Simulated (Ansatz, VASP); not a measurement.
## Ba in VASP and in Ansatz

The input INCAR:

```
SYSTEM = Ba
ALGO = Normal
EDIFF = 1E-6
ENCUT = 520
GGA = CA
ISIF = 2
ISMEAR = 0
LASPH = .True.
LCHARG = .False.
LREAL = .False.
LWAVE = .False.
NBANDS = 11
NELM = 60
PREC = Accurate
SIGMA = 0.15
```

File KPOINTS:

```
k-points
0
Gamma
  12 12 12
  0 0 0
```

The input POSCAR:

```
Ba
1.0
    4.0352490667      0.0000000000      0.0000000000
    0.0000000000      4.0352490667      0.0000000000
    0.0000000000      0.0000000000      3.9177175405
Ba
1
Direct
    0.0000000000      0.0000000000      0.0000000000
```

Input for Ansatz:

```yaml
crystal:
  lattice:
    - [4.0352490667, 0.0, 0.0]
    - [0.0, 4.0352490667, 0.0]
    - [0.0, 0.0, 3.9177175405]
  atoms:
    - { symbol: Ba, position: [0.0, 0.0, 0.0] }
basis:
  ecutwfc: 420
kpoints:
  mp_grid: { grid: [12, 12, 12] }
hamiltonian:
  xc: lda
scf:
  occupations: { method: gaussian, width: 0.15 }
output:
  forces: true
  stress: true
  eigenvalues: true
```

Change from the starting cell: strain +0.030 along x and y, +0.000 along z, atoms carried along.

Alike in both runs: task single point; functional LDA; k mesh 12 × 12 × 12; occupations gaussian, width 0.15 eV; no spin polarisation.

|  | VASP | Ansatz |
| --- | --- | --- |
| version | VASP 6.6.1 | Ansatz 0.2.0 |
| potentials or method | VASP PAW LDA potentials, release 64 (Ba_sv), cutoff 520 eV | scalar-relativistic, plane waves, PAW |
| valence electrons in the cell | 10 | 10 |

|  | VASP | Ansatz | Ansatz less VASP |
| --- | --- | --- | --- |
| gap on the k mesh at the Fermi level (eV) | none | none | - |
| pressure (GPa) | -1.3 | -1.4 | -0.07 |
| traceless stress, the component that is largest in VASP (GPa) | 0.47 | 0.48 | +0.013 |

LDA's correlation is that of Perdew and Zunger in VASP and of Perdew and Wang (1992) in Ansatz. A gap of «none» marks a metal or a gap that the smearing closes.

Neither program's run includes spin-orbit coupling.
